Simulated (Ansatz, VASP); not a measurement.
# ZrS: VASP beside Ansatz

Contents of INCAR:

```
SYSTEM = ZrS
PREC = Accurate
ENCUT = 520
EDIFF = 1E-6
ISMEAR = 0
SIGMA = 0.15
LREAL = .FALSE.
LASPH = .TRUE.
NELM = 60
ALGO = Normal
ISIF = 2
LWAVE = .FALSE.
LCHARG = .FALSE.
NBANDS = 16
```

Contents of KPOINTS:

```
Automatic mesh
0
G
  16 16 16
  0 0 0
```

Contents of POSCAR:

```
ZrS
1.0
    0.0000000000      2.5671447250      2.5671447250
    2.6269591971      0.0000000000      2.5671447250
    2.6269591971      2.5671447250      0.0000000000
Zr S
1 1
Direct
    0.0000000000      0.0000000000      0.0000000000
    0.5000000000      0.5000000000      0.5000000000
```

Input for Ansatz:

```yaml
crystal:
  lattice:
    - [0.0, 2.567144725, 2.567144725]
    - [2.6269591971, 0.0, 2.567144725]
    - [2.6269591971, 2.567144725, 0.0]
  atoms:
    - { symbol: Zr, position: [0.0, 0.0, 0.0] }
    - { symbol: S, position: [0.5, 0.5, 0.5] }
basis:
  ecutwfc: 420
kpoints:
  mp_grid: { grid: [16, 16, 16] }
hamiltonian:
  xc: lda
  pseudopotentials: { kind: paw, azcp: { folder: soft_1 } }
scf:
  occupations: { method: gaussian, width: 0.15 }
output:
  forces: true
  stress: true
  eigenvalues: true
```

Change from the starting cell: mode 4 frozen in at +0.000 Å, normal strain along x +0.0233.

Alike in both runs: task single point; functional LDA; k mesh 16 × 16 × 16; occupations gaussian, width 0.15 eV; no spin polarisation.

|  | VASP | Ansatz |
| --- | --- | --- |
| version | VASP 6.6.1 | Ansatz 0.2.0 |
| potentials or method | VASP PAW LDA potentials, release 64 (Zr_sv, S), cutoff 520 eV | scalar-relativistic, plane waves, PAW |
| valence electrons in the cell | 18 | 18 |

VASP gave:

```
gap on the k mesh at the Fermi level (eV)                     : none
pressure (GPa)                                                : -3.0
traceless stress, the component that is largest in VASP (GPa) : -4.19
```

Problem. What did Ansatz give for the same quantities?

Solution. gap on the k mesh at the Fermi level (eV): none; pressure (GPa): -3.2; traceless stress, the component that is largest in VASP (GPa): -4.15.

Ansatz warns that its potentials were made for another functional, while VASP's fit it. LDA's correlation is that of Perdew and Zunger in VASP and of Perdew and Wang (1992) in Ansatz. A gap of «none» marks a metal or a gap that the smearing closes.
